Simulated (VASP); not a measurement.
## ZnS: single point with PBE

ZnS:

```xyz
2
Lattice="0.0000 2.5261 2.5261 2.5261 0.0000 2.5261 2.5261 2.5261 0.0000" Properties=species:S:1:pos:R:3 pbc="T T T"
Zn    0.0000    0.0000    0.0000
S     2.5261    2.5261    2.5261
```

This cell differs from its parent crystal: volume changed by -3%.

- Program: VASP 6.6.1
- Task: single point
- Functional: PBE
- Potentials or basis: VASP PAW PBE potentials, release 64 (Zn, S)
- Cutoff: 520 eV
- k mesh: 8 × 8 × 8
- Occupations: fermi-dirac, width 0.02 eV
- Spin: no spin polarisation
- Dipole correction: no
- Further INCAR settings: ALGO = Normal; EDIFF = 1e-07; NBANDS = 16

```yaml
Pressure: 3.0 GPa
Band_gap_on_the_k_mesh: zero (band 9 reaches 4.12 eV, above the bottom of band 10 at 3.83 eV)
```

Levels at points of the mesh, in eV from the Fermi level:
```tsv
k point	band 7	band 8	band 9	band 10	band 11	band 12
(0.00, 0.00, 0.00)	-0.66	-0.66	-0.66	1.96	9.01	9.01
(0.50, 0.00, 0.00)	-5.44	-0.13	-0.13	3.83	5.52	5.52
(0.50, 0.50, 0.00)	-5.41	-2.64	-2.64	-0.33	5.34	11.99
```

Wall time 22 s on 1 thread of Intel(R) Xeon(R) Platinum 8259CL CPU @ 2.50GHz (Skylake/Cascade Lake) (shared host), peak memory 0.16 GiB.
